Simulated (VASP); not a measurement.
## SnSe: single point with PBE+D3(BJ)

Crystal: SnSe.

```
Sn Se
1.0
     0.00000    2.89911    2.94394
     2.89911    0.00000    2.94394
     2.89911    2.89911    0.00000
Sn Se
1 1
Direct
  0.00000 0.00000 0.00000
  0.50000 0.50000 0.50000
```

This cell differs from its parent crystal: strain -0.030 along x and y, -0.015 along z.

```json
{"Program": "VASP 6.6.1", "Task": "single point", "Functional": "PBE", "Dispersion": "D3(BJ)", "Potentials or basis": "VASP PAW PBE potentials, release 64 (Sn_d, Se)", "Cutoff": "520 eV", "k mesh": "10 × 10 × 10", "Occupations": "gaussian, width 0.05 eV", "Spin": "no spin polarisation", "Dipole correction": "no", "Further INCAR settings": "ALGO = Normal; EDIFF = 1e-07; NBANDS = 17"}
```

```yaml
Pressure: 4.8 GPa
Band_gap_on_the_k_mesh: 0.31 eV, indirect (least direct gap 0.51 eV)
Dispersion_energy_per_atom: -0.390 eV
```

Stress tensor (GPa, compression positive):
```
5.75 0.00 0.00
0.00 5.75 0.00
0.00 0.00 2.99
```

Levels at points of the mesh, in eV from the valence-band top:
```
           k point  band 7  band 8  band 9  band 10  band 11  band 12  band 13  band 14
(0.00, 0.00, 0.00)   -4.92   -2.73   -2.73    -2.58     4.23     4.63     4.63     5.46
(0.50, 0.00, 0.00)   -8.79   -2.43   -2.39    -0.28     0.78     0.93     1.02     8.32
(0.50, 0.50, 0.00)   -6.35   -6.18   -4.29    -4.29     2.51     5.77     5.77     6.28
(0.50, 0.00, 0.50)   -6.39   -6.26   -4.42    -4.24     2.46     5.48     5.90     6.49
```

Run time: 38 s on 1 thread of Intel(R) Xeon(R) 6975P-C (Granite Rapids) (shared host), peak memory 0.24 GiB.

Caveat: the cell differs from its parent crystal (strain -0.030 along x and y, -0.015 along z); spin-orbit coupling is left out, which moves the levels of the heavy elements. A k mesh can miss the band edges.
